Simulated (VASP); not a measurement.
# GaN (F-43m) in VASP: further runs

GaN is run at these levels: PBE; tasks: single point.

Everything below comes from runs of VASP 6.6.1. Logs are shortened: lines on timing, memory, paths and dates and some standing lists are left out, and cuts for length are marked.

**1. The cell of the first run**

The structure is cubic, space group F-43m (No. 216). Conventional cell: a = 4.498 Å, b = 4.498 Å, c = 4.498 Å, α = 90.00°, β = 90.00°, γ = 90.00°. Within 2.6 Å of Ga (site symmetry -43m) lie 4 N at 1.95 Å. N (site symmetry -43m) has 4 Ga at 1.95 Å within 2.6 Å.

**2. Single point, PBE**

INCAR

```
PREC = Accurate
ENCUT = 520
EDIFF = 1E-6
ISMEAR = 0
SIGMA = 0.01
LREAL = False
LASPH = True
NELM = 80
ALGO = Normal
ISIF = 2
LWAVE = False
LCHARG = False
GGA = PE
NBANDS = 16
```

KPOINTS

```
regular mesh
0
Gamma
  3 3 3
```

POSCAR

```
GaN
1.0
    0.0000000000      2.2489526240      2.2489526240
    2.2489526240      0.0000000000      2.2489526240
    2.2489526240      2.2489526240      0.0000000000
Ga N
1 1
Direct
    0.0000000000      0.0000000000      0.0000000000
    0.7500000000      0.7500000000      0.7500000000
```

Potentials or basis: VASP PAW PBE potentials, release 64 (Ga_d, N).

Started as:

```bash
$ cat potpaw_PBE.64/Ga_d/POTCAR potpaw_PBE.64/N/POTCAR > POTCAR
$ mpirun -np 1 vasp_std > vasp.out
```

OUTCAR:

```text
PREC = Accurate
   ENCUT = 520
   EDIFF = 1E-6
   ISMEAR = 0
   LREAL = False
   LASPH = True
   NELM = 80
   ISIF = 2
   GGA = PE

 ion  position               nearest neighbor table
   1  0.000  0.000  0.000-   2 1.95   2 1.95   2 1.95   2 1.95
   2  0.750  0.750  0.750-   1 1.95   1 1.95   1 1.95   1 1.95

  LATTYP: Found a face centered cubic cell.
 ALAT       =     4.4979052480

  Lattice vectors:

 A1 = (   0.0000000000,   2.2489526240,   2.2489526240)
 A2 = (   2.2489526240,   0.0000000000,   2.2489526240)
 A3 = (   2.2489526240,   2.2489526240,   0.0000000000)

Analysis of symmetry for initial positions (statically):
=====================================================================
 Subroutine PRICEL returns:
 Original cell was already a primitive cell.

 Routine SETGRP: Setting up the symmetry group for a
 face centered cubic supercell.

 Subroutine GETGRP returns: Found 24 space group operations
 (whereof 24 operations were pure point group operations)
 out of a pool of 48 trial point group operations.

The static configuration has the point symmetry T_d .

Analysis of symmetry for dynamics (positions and initial velocities):
=====================================================================
 Subroutine PRICEL returns:
 Original cell was already a primitive cell.

 Routine SETGRP: Setting up the symmetry group for a
 face centered cubic supercell.

 Subroutine GETGRP returns: Found 24 space group operations
 (whereof 24 operations were pure point group operations)
 out of a pool of 48 trial point group operations.

The dynamic configuration has the point symmetry T_d .

 Subroutine INISYM returns: Found 24 space group operations
 (whereof 24 operations are pure point group operations),
 and found     1 'primitive' translations

----------------------------------------------------------------------------------------

                                     Primitive cell

  volume of cell :      22.7495

  direct lattice vectors                    reciprocal lattice vectors
     0.000000000  2.248952624  2.248952624    -0.222325715  0.222325715  0.222325715
     2.248952624  0.000000000  2.248952624     0.222325715 -0.222325715  0.222325715
     2.248952624  2.248952624  0.000000000     0.222325715  0.222325715 -0.222325715

  length of vectors
     3.180499302  3.180499302  3.180499302     0.385079434  0.385079434  0.385079434

  position of ions in fractional coordinates (direct lattice)
     0.000000000  0.000000000  0.000000000
     0.750000000  0.750000000  0.750000000

  ion indices of the primitive-cell ions
   primitive index   ion index
                 1           1
                 2           2

----------------------------------------------------------------------------------------

 KPOINTS: regular mesh

Automatic generation of k-mesh.
 Grid dimensions read from file:
 generate k-points for:    3    3    3

 Generating k-lattice:

  Cartesian coordinates                     Fractional coordinates (reciprocal lattice)
    -0.074108572  0.074108572  0.074108572     0.333333333  0.000000000  0.000000000
     0.074108572 -0.074108572  0.074108572     0.000000000  0.333333333  0.000000000
     0.074108572  0.074108572 -0.074108572     0.000000000  0.000000000  0.333333333

  Length of vectors
     0.128359811  0.128359811  0.128359811

  Shift w.r.t. Gamma in fractional coordinates (k-lattice)
     0.000000000  0.000000000  0.000000000

 Subroutine IBZKPT returns following result:
 ===========================================

 Found      4 irreducible k-points:

 Following reciprocal coordinates:
            Coordinates               Weight
  0.000000  0.000000  0.000000      1.000000
  0.333333  0.000000  0.000000      8.000000
  0.333333  0.333333  0.000000      6.000000
 -0.333333  0.333333  0.000000     12.000000
   k-points           NKPTS =      4   k-points in BZ     NKDIM =      4   number of bands    NBANDS=     16
   number of dos      NEDOS =    301   number of ions     NIONS =      2
   total plane-waves  NPLWV =  13824
   dimension x,y,z NGX =    24 NGY =   24 NGZ =   24
   dimension x,y,z NGXF=    48 NGYF=   48 NGZF=   48
   ions per type =               1   1
   NGX,Y,Z   is equivalent  to a cutoff of  12.54, 12.54, 12.54 a.u.
   NGXF,Y,Z  is equivalent  to a cutoff of  25.09, 25.09, 25.09 a.u.
 SYSTEM =  unknown system
   PREC   = accura    normal or accurate (medium, high low for compatibility)
   ISTART =      0    job   : 0-new  1-cont  2-samecut
   ICHARG =      2    charge: 1-file 2-atom 10-const
   ISPIN  =      1    spin polarized calculation?
   LNONCOLLINEAR =      F non collinear calculations
   LSORBIT =      F    spin-orbit coupling
   LASPH  =      T    aspherical Exc in radial PAW
   ENCUT  =  520.0 eV  38.22 Ry    6.18 a.u.   5.91  5.91  5.91*2*pi/ulx,y,z
   NELM   =     80;   NELMIN=  2; NELMDL= -5     # of ELM steps
   EDIFF  = 0.1E-05   stopping-criterion for ELM
   LREAL  =      F    real-space projection
   EDIFFG = 0.1E-04   stopping-criterion for IOM
   NSW    =      0    number of steps for IOM
   IBRION =     -1    ionic relax: 0-MD 1-quasi-New 2-CG
   NFREE  =      0    steps in history (QN), initial steepest desc. (CG)
   ISIF   =      2    stress and relaxation
   ISYM   =      2    0-nonsym 1-usesym 2-fastsym
   POTIM  = 0.5000    time-step for ionic-motion
   TEBEG  =    0.0;   TEEND  =   0.0 temperature during run
   PSTRESS=    0.0 pullay stress
   NELECT =      18.0000    total number of electrons
   NUPDOWN=      -1.0000    fix difference up-down
   EMIN   =  10.00;   EMAX   =-10.00  energy-range for DOS
   EFERMI =   0.00;   METHOD = LEGACY
   ISMEAR =     0;   SIGMA  =   0.01  broadening in eV -4-tet -1-fermi 0-gaus
   EFERMI_NEDOS =   21; number of points for ismear=-14 and -15
   IALGO  =     38    algorithm
   IMIX   =      4    mixing-type and parameters
     AMIX     =   0.40;   BMIX     =  1.00
     AMIX_MAG =   1.60;   BMIX_MAG =  1.00
  volume/ion in A,a.u.               =      11.37        76.76
  Fermi-wavevector in a.u.,A,eV,Ry     =   1.514173  2.861371 31.194328  2.292718
  Thomas-Fermi vector in A             =   2.623866
   LORBIT       =      0    0 simple, 1 ext, 2 COOP (PROOUT), +10 PAW based schemes
   GGA     = PE    functional components
   LHFCALC =     F    Hartree Fock is set to
   AEXX    =    0.0000 exact exchange contribution
   IVDW    =     0    specifies the selected vdW correction
   LEPSILON=     F    determine dielectric tensor
   LRPA    =     F    only Hartree local field effects (RPA)
 non-spin polarized calculation
 Gauss-broadening in eV      SIGMA  =   0.01
  energy-cutoff  :      520.00
  volume of cell :       22.75
 maximum number of plane-waves:       624
   NGX = 11   NGY = 11   NGZ = 11

 number of electron      18.0000009 magnetization

 Free energy of the ion-electron system (eV)
  ---------------------------------------------------
  ext. energy  EPLUGINS =         0.00000000
  ---------------------------------------------------
  free energy    TOTEN  =       -11.84212460 eV

  energy without entropy =      -11.84212460  energy(sigma->0) =      -11.84212460

 E-fermi :   5.5732     XC(G=0): -11.6612

 val. band max:        5.5129558854   @ k =   0.0000   0.0000   0.0000
 cond. band min:       7.2085108071   @ k =   0.0000   0.0000   0.0000
 fundamental gap:      1.6955549217
 Fermi energy:         5.5731996114

 k-point     1 :       0.0000    0.0000    0.0000
  band No.  band energies     occupation
      1     -10.5186      2.00000
      2      -8.1032      2.00000
      3      -8.1032      2.00000
      4      -8.1032      2.00000
      5      -7.7842      2.00000
      6      -7.7842      2.00000
[... 8 lines left out ...]
     15      24.2710      0.00000
     16      24.2710      0.00000

 k-point     2 :       0.3333    0.0000    0.0000
  band No.  band energies     occupation
      1      -9.7639      2.00000
      2      -8.0240      2.00000
      3      -8.0240      2.00000
      4      -7.7626      2.00000
      5      -7.7626      2.00000
      6      -7.2861      2.00000
[... 8 lines left out ...]
     15      23.1059      0.00000
     16      23.1059      0.00000

 k-point     3 :       0.3333    0.3333    0.0000
  band No.  band energies     occupation
      1      -9.5879      2.00000
      2      -7.9727      2.00000
      3      -7.8811      2.00000
      4      -7.8811      2.00000
      5      -7.7257      2.00000
      6      -7.0339      2.00000
[... 8 lines left out ...]
     15      27.9333      0.00000
     16      27.9499      0.00000

 k-point     4 :      -0.3333    0.3333    0.0000
  band No.  band energies     occupation
      1      -9.4849      2.00000
      2      -7.9930      2.00000
      3      -7.8783      2.00000
      4      -7.8295      2.00000
      5      -7.7654      2.00000
      6      -5.9656      2.00000
[... 8 lines left out ...]
     15      24.3756      0.00000
     16      28.3661      0.00000

------------------------ aborting loop because EDIFF is reached ----------------------------------------

  FORCE on cell =-STRESS in cart. coord.  units (eV):
  Direction    XX          YY          ZZ          XY          YZ          ZX
  --------------------------------------------------------------------------------------
  -------------------------------------------------------------------------------------
  Total        0.9395621      0.9395621      0.9395621      0.0000000      0.0000000      0.0000000
  in kB       66.1706139     66.1706139     66.1706139      0.0000000      0.0000000      0.0000000
  external PRESSURE =      66.1706139 kB  Pullay stress =       0.0000000 kB

 VOLUME and BASIS-vectors are now :
 -----------------------------------------------------------------------------
  energy-cutoff  :      520.00
  volume of cell :       22.75
      direct lattice vectors                 reciprocal lattice vectors
     0.000000000  2.248952624  2.248952624    -0.222325715  0.222325715  0.222325715
     2.248952624  0.000000000  2.248952624     0.222325715 -0.222325715  0.222325715
     2.248952624  2.248952624  0.000000000     0.222325715  0.222325715 -0.222325715

 POSITION                                       TOTAL-FORCE (eV/Angst)
 -----------------------------------------------------------------------------------
      0.00000      0.00000      0.00000        -0.000000      0.000000     -0.000000
      3.37343      3.37343      3.37343         0.000000     -0.000000      0.000000
 -----------------------------------------------------------------------------------
    total drift:                               -0.000002     -0.000002     -0.000002

  FREE ENERGIE OF THE ION-ELECTRON SYSTEM (eV)
  ---------------------------------------------------
  free  energy   TOTEN  =       -11.8421246050 eV

  energy  without entropy=      -11.8421246050  energy(sigma->0) =      -11.84212460
```

Run time: 5 s. Hardware: 1 thread of Intel Xeon 8259CL, shared host; peak memory 0.13 GiB.

Results:

```
Free energy            : -11.8421 eV
Pressure               : 6.6 GPa
Band gap on the k mesh : 1.70 eV
```

Levels at points of the mesh, in eV from the valence-band top:
```csv
k point,band 5,band 6,band 7,band 8,band 9,band 10,band 11,band 12,band 13,band 14
"(0.00, 0.00, 0.00)",-13.30,-13.30,0.00,0.00,0.00,1.70,10.19,10.19,10.19,17.57
```

Caveat: the k points lie up to 0.81 Å⁻¹ apart.

**3. Single point, PBE**

INCAR

```
SYSTEM = GaN
PREC = Accurate
ENCUT = 520
EDIFF = 1E-6
ISMEAR = 0
SIGMA = 0.01
LREAL = .FALSE.
LASPH = .TRUE.
NELM = 80
ALGO = Normal
ISIF = 2
LWAVE = .FALSE.
LCHARG = .FALSE.
GGA = PE
NBANDS = 16
```

KPOINTS

```
regular mesh
0
G
  4 4 4
  0 0 0
```

POSCAR is that of step 2.

Potentials or basis: VASP PAW PBE potentials, release 64 (Ga_d, N).

Started as:

```bash
$ cat potpaw_PBE.64/Ga_d/POTCAR potpaw_PBE.64/N/POTCAR > POTCAR
$ mpirun -np 1 vasp_std > vasp.out
```

Wall time 4.5 s (1 thread of Intel Xeon 8259CL, shared host); peak memory 0.13 GiB.

It converged, with:

- Free energy: -12.0748 eV
- Pressure: 6.2 GPa
- Band gap on the k mesh: 1.74 eV

Levels at points of the mesh, in eV from the valence-band top:
```tsv
k point	band 7	band 8	band 9	band 10	band 11	band 12
(0.00, 0.00, 0.00)	0.00	0.00	0.00	1.74	10.30	10.30
(0.50, 0.00, 0.00)	-7.10	-0.98	-0.98	4.65	8.75	10.36
(0.50, 0.50, 0.00)	-6.17	-2.73	-2.73	3.32	6.67	11.74
```

Caveat: the k points lie up to 0.60 Å⁻¹ apart.

**4. Single point, PBE**

INCAR

```
SYSTEM = GaN
  ALGO = Normal
  EDIFF = 1E-6
  ENCUT = 520
  GGA = PE
  ISIF = 2
  ISMEAR = 0
  LASPH = .True.
  LCHARG = .False.
  LREAL = .False.
  LWAVE = .False.
  NBANDS = 16
  NELM = 60
  PREC = Accurate
  SIGMA = 0.01
```

KPOINTS

```
k-points
0
Gamma
  6 6 6
  0 0 0
```

POSCAR is that of step 3.

Potentials or basis: VASP PAW PBE potentials, release 64 (Ga_d, N).

Started as:

```bash
$ cat potpaw_PBE.64/Ga_d/POTCAR potpaw_PBE.64/N/POTCAR > POTCAR
$ mpirun -np 1 vasp_std > vasp.out
```

OUTCAR:

```text
SYSTEM = GaN
   EDIFF = 1E-6
   ENCUT = 520
   GGA = PE
   ISIF = 2
   ISMEAR = 0
   LASPH = .True.
   LREAL = .False.
   NELM = 60
   PREC = Accurate

 ion  position               nearest neighbor table
   1  0.000  0.000  0.000-   2 1.95   2 1.95   2 1.95   2 1.95
   2  0.750  0.750  0.750-   1 1.95   1 1.95   1 1.95   1 1.95

  LATTYP: Found a face centered cubic cell.
 ALAT       =     4.4979052480

  Lattice vectors:

 A1 = (   0.0000000000,   2.2489526240,   2.2489526240)
 A2 = (   2.2489526240,   0.0000000000,   2.2489526240)
 A3 = (   2.2489526240,   2.2489526240,   0.0000000000)

Analysis of symmetry for initial positions (statically):
=====================================================================
 Subroutine PRICEL returns:
 Original cell was already a primitive cell.

 Routine SETGRP: Setting up the symmetry group for a
 face centered cubic supercell.

 Subroutine GETGRP returns: Found 24 space group operations
 (whereof 24 operations were pure point group operations)
 out of a pool of 48 trial point group operations.

The static configuration has the point symmetry T_d .

Analysis of symmetry for dynamics (positions and initial velocities):
[... 151 lines left out ...]

 val. band max:        5.3522814984   @ k =   0.0000   0.0000   0.0000
 cond. band min:       7.1138480608   @ k =   0.0000   0.0000   0.0000
 fundamental gap:      1.7615665623
 Fermi energy:         5.4067024270

 k-point     1 :       0.0000    0.0000    0.0000
  band No.  band energies     occupation
      1     -10.6346      2.00000
      2      -8.0992      2.00000
      3      -8.0992      2.00000
      4      -8.0992      2.00000
      5      -7.7735      2.00000
      6      -7.7735      2.00000
[... 281 lines left out ...]
      3      -7.8918      2.00000
      4      -7.7820      2.00000
      5      -7.7332      2.00000
      6      -5.8836      2.00000
[... 8 lines left out ...]
     15      26.0798      0.00000
     16      28.4746      0.00000

------------------------ aborting loop because EDIFF is reached ----------------------------------------

  FORCE on cell =-STRESS in cart. coord.  units (eV):
  Direction    XX          YY          ZZ          XY          YZ          ZX
  --------------------------------------------------------------------------------------
  -------------------------------------------------------------------------------------
  Total        0.8854186      0.8854186      0.8854186      0.0000000      0.0000000     -0.0000000
  in kB       62.3574431     62.3574431     62.3574431      0.0000000      0.0000000     -0.0000000
  external PRESSURE =      62.3574431 kB  Pullay stress =       0.0000000 kB

 VOLUME and BASIS-vectors are now :
 -----------------------------------------------------------------------------
  energy-cutoff  :      520.00
  volume of cell :       22.75
      direct lattice vectors                 reciprocal lattice vectors
     0.000000000  2.248952624  2.248952624    -0.222325715  0.222325715  0.222325715
     2.248952624  0.000000000  2.248952624     0.222325715 -0.222325715  0.222325715
     2.248952624  2.248952624  0.000000000     0.222325715  0.222325715 -0.222325715

 POSITION                                       TOTAL-FORCE (eV/Angst)
 -----------------------------------------------------------------------------------
      0.00000      0.00000      0.00000         0.000000      0.000000      0.000000
      3.37343      3.37343      3.37343        -0.000000     -0.000000     -0.000000
 -----------------------------------------------------------------------------------
    total drift:                               -0.000002     -0.000002     -0.000002

  FREE ENERGIE OF THE ION-ELECTRON SYSTEM (eV)
  ---------------------------------------------------
  free  energy   TOTEN  =       -12.1337825194 eV

  energy  without entropy=      -12.1337825194  energy(sigma->0) =      -12.13378252
```

OSZICAR:

```text
N       E                     dE             d eps       ncg     rms          rms(c)
DAV:   1     0.846346811565E+02    0.84635E+02   -0.91178E+03   584   0.199E+03
DAV:   2    -0.804828768217E+01   -0.92683E+02   -0.84559E+02   552   0.327E+02
DAV:   3    -0.140827199013E+02   -0.60344E+01   -0.60063E+01   640   0.714E+01
DAV:   4    -0.141470503772E+02   -0.64330E-01   -0.64321E-01   608   0.802E+00
DAV:   5    -0.141479095703E+02   -0.85919E-03   -0.85919E-03   616   0.839E-01    0.774E+00
DAV:   6    -0.121326196324E+02    0.20153E+01   -0.49269E+00   768   0.399E+01    0.268E+00
DAV:   7    -0.121412880936E+02   -0.86685E-02   -0.31866E-01   568   0.652E+00    0.177E+00
DAV:   8    -0.121374605467E+02    0.38275E-02   -0.55240E-02   624   0.323E+00    0.765E-01
DAV:   9    -0.121335322620E+02    0.39283E-02   -0.13875E-02   744   0.273E+00    0.194E-01
DAV:  10    -0.121338735870E+02   -0.34132E-03   -0.15275E-03   624   0.556E-01    0.940E-02
DAV:  11    -0.121337777140E+02    0.95873E-04   -0.27771E-04   728   0.249E-01    0.952E-03
DAV:  12    -0.121337827991E+02   -0.50850E-05   -0.30094E-05   592   0.508E-02    0.113E-02
DAV:  13    -0.121337825194E+02    0.27970E-06   -0.61668E-07   424   0.144E-02
   1 F= -.12133783E+02 E0= -.12133783E+02  d E =-.107590E-16
```

Wall time 5.9 s (1 thread of Intel Xeon 8259CL, shared host); peak memory 0.14 GiB.

Results:

* Free energy: -12.1338 eV
* Pressure: 6.2 GPa
* Band gap on the k mesh: 1.76 eV

Levels at points of the mesh, in eV from the valence-band top:
```
           k point  band 7  band 8  band 9  band 10  band 11  band 12
(0.00, 0.00, 0.00)    0.00    0.00    0.00     1.76    10.34    10.34
(0.50, 0.00, 0.00)   -7.08   -0.98   -0.98     4.68     8.76    10.39
(0.50, 0.50, 0.00)   -6.15   -2.72   -2.72     3.35     6.70    11.75
```

Caveat: the cell stands under pressure.

[end of part 1 of 2]
